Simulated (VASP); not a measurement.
SrSiH6:

```xyz
8
Lattice="3.7107 2.1424 2.3885 -3.7107 2.1424 2.3885 0.0000 -4.2847 2.3885" Properties=species:S:1:pos:R:3 pbc="T T T"
Sr    0.0000    0.0000    3.5828
Si    0.0000    0.0000    0.0000
H     2.4050    1.3885    3.6391
H    -2.4050    1.3885    3.6391
H     0.0000   -2.7770    3.6391
H    -2.4050   -1.3885    3.5264
H     2.4050   -1.3885    3.5264
H     0.0000    2.7770    3.5264
```

* Program: VASP 6.6.1
* Task: relaxation of cell and atoms
* Functional: PBEsol
* Potentials or basis: VASP PAW PBE potentials, release 64 (Sr_sv, Si, H)
* Cutoff: 600 eV
* k mesh: 4 × 4 × 4
* Occupations: fermi-dirac, width 0.03 eV
* Spin: no spin polarisation

At the start: pressure -14.6 GPa; volume 14.24 Å³/atom.

Problem. How do energy, volume and symmetry change on relaxing?

Solution. Over 11 steps the energy falls by 407.5 meV/atom and the volume is 9.48 Å³/atom (-33.5 %); space group R-3m (No. 166, to 0.1 Å) before and after.

The path:
```
step  energy change (eV)  largest force (eV/Å)  pressure (GPa)  volume (Å³)
   1              0.0000                1.5170          -14.57       113.93
   2             -2.3850                1.0651          -10.83        93.82
   3             -3.1802                0.1711           -2.05        80.79
   4             -3.1873                0.1108           -0.18        79.07
   5             -3.1884                0.1034           -0.88        79.69
   6             -3.2167                0.1162           -0.74        79.00
   7             -3.2411                0.1933           -0.21        77.50
   8             -3.2549                0.0814           -0.43        76.87
   9             -3.2581                0.0516           -0.57        76.39
  10             -3.2596                0.0264            0.36        75.53
  11             -3.2600                0.0030            0.06        75.80
```

Final structure:
```cif
data_structure
_symmetry_space_group_name_H-M 'P 1'
_symmetry_Int_Tables_number 1
_cell_length_a 4.2917
_cell_length_b 4.2917
_cell_length_c 4.2917
_cell_angle_alpha 98.964
_cell_angle_beta 98.964
_cell_angle_gamma 98.964
_cell_volume 75.80
loop_
_atom_site_label
_atom_site_type_symbol
_atom_site_fract_x
_atom_site_fract_y
_atom_site_fract_z
_atom_site_occupancy
Sr1 Sr 0.50000 0.50000 0.50000 1
Si1 Si 0.00000 0.00000 0.00000 1
H1 H 0.92901 0.26968 0.26968 1
H2 H 0.26968 0.92901 0.26968 1
H3 H 0.26968 0.26968 0.92901 1
H4 H 0.07099 0.73032 0.73032 1
H5 H 0.73032 0.07099 0.73032 1
H6 H 0.73032 0.73032 0.07099 1
```

Caveat: the volume moved by over 15 % at a fixed basis, so the end points are rough; the PAW data sets were made with another functional, which shifts forces and pressure a little.
